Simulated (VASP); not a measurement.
# Pd (P6_3/mmc) in VASP: further runs

Pd is run at these levels: LDA; tasks: relaxation of cell and atoms.

All numbers are computed with VASP 6.6.1; they aren't measurements. Logs are shortened: lines on timing, memory, paths and dates and some standing lists are left out, and cuts for length are marked.

### Step 1. The cell of the first run

The structure is hexagonal, space group P6_3/mmc (No. 194). The conventional cell has a = 2.750 Å, b = 2.750 Å, c = 4.491 Å, α = 90.00°, β = 90.00°, γ = 120.00°. Pd (site symmetry -6m2) has 12 Pd at 2.75 Å within 3.6 Å.

This isn't the form of Pd at room conditions, which is fcc.

### Step 2. Relaxation of cell and atoms, LDA

INCAR

```
SYSTEM = Pd
  ALGO = Normal
  EDIFF = 1E-6
  EDIFFG = -0.01
  ENCUT = 600
  IBRION = 2
  ISIF = 3
  ISMEAR = 0
  LASPH = .TRUE.
  LCHARG = .FALSE.
  LREAL = .FALSE.
  LWAVE = .FALSE.
  NELM = 100
  NSW = 60
  PREC = Accurate
  SIGMA = 0.05
```

KPOINTS

```
k-points
0
G
  8 8 5
  0 0 0
```

POSCAR

```
Pd
1.0
    2.7500000000      0.0000000000      0.0000000000
   -1.3750000000      2.3815698604      0.0000000000
    0.0000000000      0.0000000000      4.4907500000
Pd
2
Direct
    0.3333333333      0.6666666667      0.2500000000
    0.6666666667      0.3333333333      0.7500000000
```

Potentials or basis: VASP PAW LDA potentials, release 64 (Pd).

Run with:

```
cat potpaw_LDA.64/Pd/POTCAR > POTCAR
mpirun -np 1 vasp_std > vasp.out
```

OUTCAR:

```text
SYSTEM = Pd
   EDIFF = 1E-6
   EDIFFG = -0.01
   ENCUT = 600
   IBRION = 2
   ISIF = 3
   ISMEAR = 0
   LASPH = .TRUE.
   LREAL = .FALSE.
   NELM = 100
   NSW = 60
   PREC = Accurate

 ion  position               nearest neighbor table
   1  0.333  0.667  0.250-   2 2.75   2 2.75   2 2.75   2 2.75   2 2.75   2 2.75
   2  0.667  0.333  0.750-   1 2.75   1 2.75   1 2.75   1 2.75   1 2.75   1 2.75

  LATTYP: Found a hexagonal cell.
 ALAT       =     2.7500000000
 C/A-ratio  =     1.6330000000

  Lattice vectors:

 A1 = (   2.7500000000,   0.0000000000,   0.0000000000)
 A2 = (  -1.3750000000,   2.3815698604,   0.0000000000)
 A3 = (   0.0000000000,   0.0000000000,   4.4907500000)

Analysis of symmetry for initial positions (statically):
=====================================================================
 Subroutine PRICEL returns:
 Original cell was already a primitive cell.

 Routine SETGRP: Setting up the symmetry group for a
 hexagonal supercell.

 Subroutine GETGRP returns: Found 24 space group operations
 (whereof 12 operations were pure point group operations)
 out of a pool of 24 trial point group operations.

The static configuration has the point symmetry D_3d.
 The point group associated with its full space group is D_6h.

Analysis of symmetry for dynamics (positions and initial velocities):
=====================================================================
 Subroutine PRICEL returns:
 Original cell was already a primitive cell.

 Routine SETGRP: Setting up the symmetry group for a
 hexagonal supercell.

 Subroutine GETGRP returns: Found 24 space group operations
 (whereof 12 operations were pure point group operations)
 out of a pool of 24 trial point group operations.

The dynamic configuration has the point symmetry D_3d.
 The point group associated with its full space group is D_6h.

 Subroutine INISYM returns: Found 24 space group operations
 (whereof 12 operations are pure point group operations),
 and found     1 'primitive' translations

----------------------------------------------------------------------------------------

                                     Primitive cell

  volume of cell :      29.4113

  direct lattice vectors                    reciprocal lattice vectors
     2.750000000  0.000000000  0.000000000     0.363636364  0.209945552  0.000000000
    -1.375000000  2.381569860  0.000000000     0.000000000  0.419891105  0.000000000
     0.000000000  0.000000000  4.490750000     0.000000000  0.000000000  0.222679953

  length of vectors
     2.750000000  2.750000000  4.490750000     0.419891105  0.419891105  0.222679953

  position of ions in fractional coordinates (direct lattice)
     0.333333333  0.666666667  0.250000000
     0.666666667  0.333333333  0.750000000

  ion indices of the primitive-cell ions
   primitive index   ion index
                 1           1
                 2           2

----------------------------------------------------------------------------------------

 KPOINTS: k-points

Automatic generation of k-mesh.
 Grid dimensions read from file:
 generate k-points for:    8    8    5

 Generating k-lattice:

  Cartesian coordinates                     Fractional coordinates (reciprocal lattice)
     0.045454545  0.026243194  0.000000000     0.125000000  0.000000000  0.000000000
     0.000000000  0.052486388  0.000000000     0.000000000  0.125000000  0.000000000
     0.000000000  0.000000000  0.044535991     0.000000000  0.000000000  0.200000000

  Length of vectors
     0.052486388  0.052486388  0.044535991

  Shift w.r.t. Gamma in fractional coordinates (k-lattice)
     0.000000000  0.000000000  0.000000000

 Subroutine IBZKPT returns following result:
 ===========================================

 Found     30 irreducible k-points:

 Following reciprocal coordinates:
            Coordinates               Weight
  0.000000  0.000000  0.000000      1.000000
  0.125000  0.000000  0.000000      6.000000
  0.250000  0.000000  0.000000      6.000000
  0.375000  0.000000  0.000000      6.000000
  0.500000  0.000000  0.000000      3.000000
  0.125000  0.125000  0.000000      6.000000
[... 16 lines left out ...]
  0.250000  0.000000  0.400000     12.000000
  0.375000  0.000000  0.400000     12.000000
 [... further k-points ...]
   k-points           NKPTS =     30   k-points in BZ     NKDIM =     30   number of bands    NBANDS=     14
   number of dos      NEDOS =    301   number of ions     NIONS =      2
   total plane-waves  NPLWV =  20736
   dimension x,y,z NGX =    24 NGY =   24 NGZ =   36
   dimension x,y,z NGXF=    48 NGYF=   48 NGZF=   72
   ions per type =               2
   NGX,Y,Z   is equivalent  to a cutoff of  14.51, 14.51, 13.33 a.u.
   NGXF,Y,Z  is equivalent  to a cutoff of  29.02, 29.02, 26.65 a.u.
 SYSTEM =  Pd
   PREC   = accura    normal or accurate (medium, high low for compatibility)
   ISTART =      0    job   : 0-new  1-cont  2-samecut
   ICHARG =      2    charge: 1-file 2-atom 10-const
   ISPIN  =      1    spin polarized calculation?
   LNONCOLLINEAR =      F non collinear calculations
   LSORBIT =      F    spin-orbit coupling
   LASPH  =      T    aspherical Exc in radial PAW
   ENCUT  =  600.0 eV  44.10 Ry    6.64 a.u.   5.49  5.49  8.97*2*pi/ulx,y,z
   NELM   =    100;   NELMIN=  2; NELMDL= -5     # of ELM steps
   EDIFF  = 0.1E-05   stopping-criterion for ELM
   LREAL  =      F    real-space projection
   EDIFFG = -.1E-01   stopping-criterion for IOM
   NSW    =     60    number of steps for IOM
   IBRION =      2    ionic relax: 0-MD 1-quasi-New 2-CG
   NFREE  =      1    steps in history (QN), initial steepest desc. (CG)
   ISIF   =      3    stress and relaxation
   ISYM   =      2    0-nonsym 1-usesym 2-fastsym
   POTIM  = 0.5000    time-step for ionic-motion
   TEBEG  =    0.0;   TEEND  =   0.0 temperature during run
   PSTRESS=    0.0 pullay stress
   NELECT =      20.0000    total number of electrons
   NUPDOWN=      -1.0000    fix difference up-down
   EMIN   =  10.00;   EMAX   =-10.00  energy-range for DOS
   EFERMI =   0.00;   METHOD = LEGACY
   ISMEAR =     0;   SIGMA  =   0.05  broadening in eV -4-tet -1-fermi 0-gaus
   EFERMI_NEDOS =   21; number of points for ismear=-14 and -15
   IALGO  =     38    algorithm
   IMIX   =      4    mixing-type and parameters
     AMIX     =   0.40;   BMIX     =  1.00
     AMIX_MAG =   1.60;   BMIX_MAG =  1.00
  volume/ion in A,a.u.               =      14.71        99.24
  Fermi-wavevector in a.u.,A,eV,Ry     =   1.439616  2.720479 28.197978  2.072493
  Thomas-Fermi vector in A             =   2.558451
   LORBIT       =      0    0 simple, 1 ext, 2 COOP (PROOUT), +10 PAW based schemes
   GGA     = CA    functional components
   LHFCALC =     F    Hartree Fock is set to
   AEXX    =    0.0000 exact exchange contribution
   IVDW    =     0    specifies the selected vdW correction
   LEPSILON=     F    determine dielectric tensor
   LRPA    =     F    only Hartree local field effects (RPA)
 conjugate gradient relaxation of ions
 non-spin polarized calculation
 Gauss-broadening in eV      SIGMA  =   0.05
  energy-cutoff  :      600.00
  volume of cell :       29.41
 maximum number of plane-waves:      1005
 NGX is ok and might be reduce to    24
   NGX = 11   NGY = 11   NGZ = 17

--------------------------------------- Ionic step        1  -------------------------------------------

 number of electron      19.9999997 magnetization

 Free energy of the ion-electron system (eV)
  ---------------------------------------------------
  ext. energy  EPLUGINS =         0.00000000
  ---------------------------------------------------
  free energy    TOTEN  =       -12.87359785 eV

  energy without entropy =      -12.86855044  energy(sigma->0) =      -12.87107415

 E-fermi :   9.6818     XC(G=0): -13.5332

 val. band max:        9.6748040658   @ k =   0.5000   0.0000   0.2000
 cond. band min:       9.6988240962   @ k =   0.5000   0.0000   0.4000
 fundamental gap:      0.0240200304
 Fermi energy:         9.6817966405

 k-point     1 :       0.0000    0.0000    0.0000
  band No.  band energies     occupation
      1       2.3817      2.00000
      2       4.2701      2.00000
      3       6.7792      2.00000
      4       6.8652      2.00000
      5       6.8652      2.00000
      6       7.2538      2.00000
      7       7.2538      2.00000
      8       7.8540      2.00000
      9       7.8540      2.00000
     10       9.4224      2.00000
     11       9.4224      2.00000
     12      10.5904      0.00000
     13      16.9005      0.00000
     14      26.6297      0.00000
[... 375 lines left out ...]
 k-point    24 :       0.3750    0.0000    0.4000
  band No.  band energies     occupation
      1       4.4522      2.00000
      2       4.7797      2.00000
      3       5.5115      2.00000
      4       5.7899      2.00000
      5       7.6470      2.00000
      6       8.0482      2.00000
      7       8.4063      2.00000
      8       9.0041      2.00000
      9       9.3045      2.00000
     10       9.4652      2.00000
     11      10.1027      0.00000
     12      12.0899      0.00000
     13      19.5359      0.00000
     14      20.7237      0.00000

 [... further k-points ...]
[... 5 lines left out ...]
  --------------------------------------------------------------------------------------
  -------------------------------------------------------------------------------------
  Total       -1.5424210     -1.5424210     -0.6463305      0.0000000      0.0000000      0.0000000
  in kB      -84.0230824    -84.0230824    -35.2087257      0.0000000      0.0000000      0.0000000
  external PRESSURE =     -67.7516302 kB  Pullay stress =       0.0000000 kB
[... 273 lines left out ...]
  energy  without entropy=      -12.9007055855  energy(sigma->0) =      -12.90275820

--------------------------------------- Ionic step        9  -------------------------------------------

 number of electron      19.9999999 magnetization

 Free energy of the ion-electron system (eV)
  ---------------------------------------------------
  ext. energy  EPLUGINS =         0.00000000
  ---------------------------------------------------
  free energy    TOTEN  =       -12.90494318 eV

  energy without entropy =      -12.90086060  energy(sigma->0) =      -12.90290189

 E-fermi :  10.2621     XC(G=0): -13.7360

 val. band max:       10.2572533989   @ k =   0.3750   0.0000   0.0000
 cond. band min:      10.2638273359   @ k =   0.5000   0.0000   0.4000
 fundamental gap:      0.0065739369
 Fermi energy:        10.2621445559

 k-point     1 :       0.0000    0.0000    0.0000
  band No.  band energies     occupation
      1       2.7021      2.00000
      2       4.5591      2.00000
      3       7.0035      2.00000
      4       7.2716      2.00000
      5       7.2716      2.00000
      6       7.6361      2.00000
      7       7.6361      2.00000
      8       8.5199      2.00000
      9       8.5199      2.00000
     10      10.0035      2.00000
     11      10.0035      2.00000
     12      10.8216      0.00000
     13      17.3007      0.00000
     14      27.4447      0.00000
[... 375 lines left out ...]
 k-point    24 :       0.3750    0.0000    0.4000
  band No.  band energies     occupation
      1       4.7671      2.00000
      2       5.0510      2.00000
      3       5.8432      2.00000
      4       6.0432      2.00000
      5       8.2507      2.00000
      6       8.5709      2.00000
      7       9.0007      2.00000
      8       9.5482      2.00000
      9       9.9167      2.00000
     10      10.0557      2.00000
     11      10.6262      0.00000
     12      12.6335      0.00000
     13      20.5756      0.00000
     14      21.6576      0.00000

 [... further k-points ...]
[... 5 lines left out ...]
  --------------------------------------------------------------------------------------
  -------------------------------------------------------------------------------------
  Total        0.0013657      0.0013657     -0.0011644     -0.0000000     -0.0000000      0.0000000
  in kB        0.0769028      0.0769028     -0.0655683     -0.0000000     -0.0000000      0.0000000
  external PRESSURE =       0.0294124 kB  Pullay stress =       0.0000000 kB
[... 17 lines left out ...]
  FREE ENERGIE OF THE ION-ELECTRON SYSTEM (eV)
  ---------------------------------------------------
  free  energy   TOTEN  =       -12.9049431836 eV

  energy  without entropy=      -12.9008605987  energy(sigma->0) =      -12.90290189

 reached required accuracy - stopping structural energy minimisation
```

It took 51 s on 1 thread of Intel Xeon Platinum 8559C (Emerald Rapids), shared host; peak memory 0.14 GiB.

What came out:

```
Free energy                           : -12.9049 eV
Relaxed volume                        : 14.23 Å³/atom
Relaxed cell                          : a = 2.692 Å, b = 2.692 Å, c = 4.535 Å, α = 90.00°, β = 90.00°, γ = 120.00°
Space group after relaxing (to 0.1 Å) : P6_3/mmc (No. 194)
Energy gained by relaxing             : 15.7 meV/atom
Ionic steps                           : 9
Pressure after relaxing               : 0.0 GPa
Band gap on the k mesh                : zero (bands 10 and 11 overlap by 0.80 eV)
```

The path:
```
step  energy change (eV)  largest force (eV/Å)  pressure (GPa)  volume (Å³)
   1              0.0000                0.0000           -6.78        29.41
   2              0.0416                0.0000           15.28        26.84
   3             -0.0257                0.0000            0.51        28.38
   4             -0.0258                0.0000            0.69        28.36
   5             -0.0309                0.0000            0.35        28.40
   6             -0.0313                0.0000            0.34        28.41
   7             -0.0313                0.0000            0.34        28.41
   8             -0.0312                0.0000           -0.58        28.53
   9             -0.0313                0.0000            0.00        28.45
```

Final structure:
```
Pd
1.0
     2.69162    0.00000    0.00000
    -1.34581    2.33101    0.00000
     0.00000    0.00000    4.53483
Pd
2
Direct
  0.33333 0.66667 0.25000
  0.66667 0.33333 0.75000
```

### Step 3. Relaxation of cell and atoms, LDA, target pressure 20 GPa, at which the enthalpy is minimised

INCAR

```
  ALGO = Normal
  EDIFF = 1E-6
  EDIFFG = -0.01
  ENCUT = 600
  GGA = CA
  IBRION = 2
  ISIF = 3
  ISMEAR = 0
  LASPH = True
  LCHARG = False
  LREAL = False
  LWAVE = False
  NELM = 100
  NSW = 60
  PREC = Accurate
  PSTRESS = 200.0
  SIGMA = 0.05
```

KPOINTS

```
k-points
0
Gamma
  8 8 5
```

POSCAR is that of step 2.

Potentials or basis: VASP PAW LDA potentials, release 64 (Pd).

Run with:

```
cat potpaw_LDA.64/Pd/POTCAR > POTCAR
mpirun -np 1 vasp_std > vasp.out
```

OUTCAR:

```text
EDIFF = 1E-6
   EDIFFG = -0.01
   ENCUT = 600
   GGA = CA
   IBRION = 2
   ISIF = 3
   ISMEAR = 0
   LASPH = True
   LREAL = False
   NELM = 100
   NSW = 60
   PREC = Accurate
   PSTRESS = 200.0

 ion  position               nearest neighbor table
   1  0.333  0.667  0.250-   2 2.75   2 2.75   2 2.75   2 2.75   2 2.75   2 2.75
   2  0.667  0.333  0.750-   1 2.75   1 2.75   1 2.75   1 2.75   1 2.75   1 2.75

  LATTYP: Found a hexagonal cell.
 ALAT       =     2.7500000000
 C/A-ratio  =     1.6330000000

  Lattice vectors:

 A1 = (   2.7500000000,   0.0000000000,   0.0000000000)
 A2 = (  -1.3750000000,   2.3815698604,   0.0000000000)
 A3 = (   0.0000000000,   0.0000000000,   4.4907500000)

Analysis of symmetry for initial positions (statically):
[... 707 lines left out ...]

--------------------------------------- Ionic step        8  -------------------------------------------

 number of electron      20.0000000 magnetization

------------------------ aborting loop because EDIFF is reached ----------------------------------------
[... 71 lines left out ...]
--------------------------------------- Ionic step       10  -------------------------------------------

 number of electron      20.0000000 magnetization

 Free energy of the ion-electron system (eV)
  ---------------------------------------------------
  ext. energy  EPLUGINS =         0.00000000
  ---------------------------------------------------
  free energy    TOTEN  =       -12.78901396 eV

  energy without entropy =      -12.78555686  energy(sigma->0) =      -12.78728541

 E-fermi :  11.6311     XC(G=0): -14.1926

 val. band max:       11.5949133280   @ k =   0.3750   0.1250   0.0000
 cond. band min:      11.6359110326   @ k =   0.5000   0.0000   0.4000
 fundamental gap:      0.0409977046
 Fermi energy:        11.6311062054

 k-point     1 :       0.0000    0.0000    0.0000
  band No.  band energies     occupation
      1       3.4665      2.00000
      2       5.3017      2.00000
      3       7.9933      2.00000
      4       8.2716      2.00000
      5       8.2716      2.00000
      6       8.6921      2.00000
      7       8.6921      2.00000
      8       9.6425      2.00000
      9       9.6425      2.00000
     10      11.3367      2.00000
     11      11.3367      2.00000
     12      12.0355      0.00000
     13      19.3391      0.00000
     14      28.8020      0.00000
[... 424 lines left out ...]
  energy  without entropy=      -12.7855568595  energy(sigma->0) =      -12.78728541

  enthalpy is  TOTEN    =        -9.4880681571 eV   P V=        3.3009458008

 reached required accuracy - stopping structural energy minimisation
```

OSZICAR:

```text
N       E                     dE             d eps       ncg     rms          rms(c)
DAV:   1     0.119729271321E+03    0.11973E+03   -0.11840E+04   840   0.159E+03
DAV:   2    -0.117394916740E+02   -0.13147E+03   -0.12615E+03   870   0.310E+02
DAV:   3    -0.135243595626E+02   -0.17849E+01   -0.17717E+01  1038   0.413E+01
DAV:   4    -0.135348075902E+02   -0.10448E-01   -0.10447E-01   960   0.295E+00
[... 73 lines left out ...]
DAV:   1    -0.127902430833E+02    0.63068E-02   -0.20624E-02   852   0.170E+00    0.260E-01
DAV:   2    -0.127890294503E+02    0.12136E-02   -0.31581E-03   852   0.649E-01    0.672E-02
DAV:   3    -0.127890131848E+02    0.16266E-04   -0.42240E-05   936   0.654E-02    0.376E-02
DAV:   4    -0.127890139640E+02   -0.77922E-06   -0.15441E-05   882   0.329E-02    0.277E-03
DAV:   5    -0.127890139579E+02    0.60807E-08   -0.30538E-07   522   0.606E-03
  10 F= -.94880682E+01 E0= -.94863396E+01  d E =-.242503E-04
```

CONTCAR:

```text
Pd
   1.00000000000000
     2.6299853377644018   -0.0000000000000000   -0.0000000000000000
    -1.3149926688822009    2.2776341140765384    0.0000000000000000
    -0.0000000000000000   -0.0000000000000000    4.4145017572891980
  Pd
     2
Direct
     0.3333333332999970    0.6666666667000030    0.2500000000000000
     0.6666666667000030    0.3333333332999970    0.7500000000000000

  0.00000000E+00  0.00000000E+00  0.00000000E+00
  0.00000000E+00  0.00000000E+00  0.00000000E+00
```

Run time: 52 s. Hardware: 1 thread of Intel Xeon Platinum 8559C (Emerald Rapids), shared host; peak memory 0.15 GiB.

What came out:

| Item | Value |
| --- | --- |
| Free energy | -12.7890 eV |
| Relaxed volume | 13.22 Å³/atom |
| Relaxed cell | a = 2.630 Å, b = 2.630 Å, c = 4.415 Å, α = 90.00°, β = 90.00°, γ = 120.00° |
| Space group after relaxing (to 0.1 Å) | P6_3/mmc (No. 194) |
| Energy change on relaxing (the run minimises the enthalpy) | +42.3 meV/atom |
| Ionic steps | 10 |
| Pressure after relaxing | 20.0 GPa |
| Band gap on the k mesh | zero (bands 10 and 11 overlap by 0.90 eV) |

The path:
```
step  energy change (eV)  largest force (eV/Å)  pressure (GPa)  volume (Å³)
   1              0.0000                0.0000           -6.78        29.41
   2              3.4759                0.0000          192.24        20.14
   3              0.0612                0.0000           16.84        26.70
   4              0.0813                0.0000           18.98        26.52
   5              0.0936                0.0000           20.25        26.42
   6              0.0878                0.0000           20.25        26.42
   7              0.0878                0.0000           20.30        26.42
   8              0.0878                0.0000           20.31        26.42
   9              0.0770                0.0000           19.25        26.51
  10              0.0846                0.0000           19.99        26.44
```

Final structure:
```xyz
2
Lattice="2.6300 0.0000 0.0000 -1.3150 2.2776 0.0000 0.0000 0.0000 4.4145" Properties=species:S:1:pos:R:3 pbc="T T T"
Pd    0.0000    1.5184    1.1036
Pd    1.3150    0.7592    3.3109
```

Levels at points of the mesh, in eV from the Fermi level:
```tsv
k point	band 7	band 8	band 9	band 10	band 11	band 12	band 13	band 14
(0.00, 0.00, 0.00)	-2.94	-1.99	-1.99	-0.29	-0.29	0.40	7.71	17.17
(0.50, 0.00, 0.00)	-2.23	0.03	0.03	0.26	2.78	4.98	10.29	10.52
```

Caveat: the cell is relaxed towards a set pressure, so the run minimises the enthalpy, not the energy.

(Part 1 of 2 ends here.)
